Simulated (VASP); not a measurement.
A run of VASP 6.6.1 is set up as follows.

Contents of INCAR:

```
SYSTEM = BaH4
ALGO     = Normal         ! electronic algorithm
EDIFF    = 1E-7           ! SCF threshold, eV
EDIFFG   = -0.01          ! ionic threshold
ENCUT    = 600            ! plane-wave cutoff, eV
GGA      = PE             ! functional
IBRION   = 2              ! ionic algorithm
ISIF     = 4              ! what is computed and relaxed
ISMEAR   = 0              ! smearing method
LASPH    = .True.         ! aspherical terms in the spheres
LCHARG   = .False.        ! write CHGCAR
LREAL    = .False.        ! projectors in reciprocal space
LWAVE    = .False.        ! write WAVECAR
NELM     = 60             ! most SCF steps
NSW      = 50             ! ionic steps
PREC     = Accurate       ! precision mode
SIGMA    = 0.02           ! smearing width, eV
```

Contents of KPOINTS:

```
k-points
0
Gamma
  6 6 6
  0 0 0
```

The input POSCAR:

```
BaH4
1.0
    3.8216068956     -2.3046792934     -0.0011394203
    3.8216068956      2.3046792934     -0.0011394203
   -2.3859111688      0.0000000000      3.7580856735
Ba H
1 4
Direct
    0.0000000000      0.0000000000      0.5000000000
    0.7415912572      0.7415912572      0.7599528174
    0.2584087428      0.2584087428      0.2400471826
    0.5386548712      0.5386548712      0.9685421304
    0.4613451288      0.4613451288      0.0314578696
```

Potentials or basis: VASP PAW PBE potentials, release 64 (Ba_sv, H).

The run is started by

```sh
$ cat potpaw_PBE.64/Ba_sv/POTCAR potpaw_PBE.64/H/POTCAR > POTCAR
$ mpirun -np 1 vasp_std > vasp.out
```

(1) Predict the band gap on the k mesh.

Results:

(1) 2.47 eV (least direct gap 2.92 eV).

Caveat: spin-orbit coupling is left out, which moves the levels of the heavy elements.
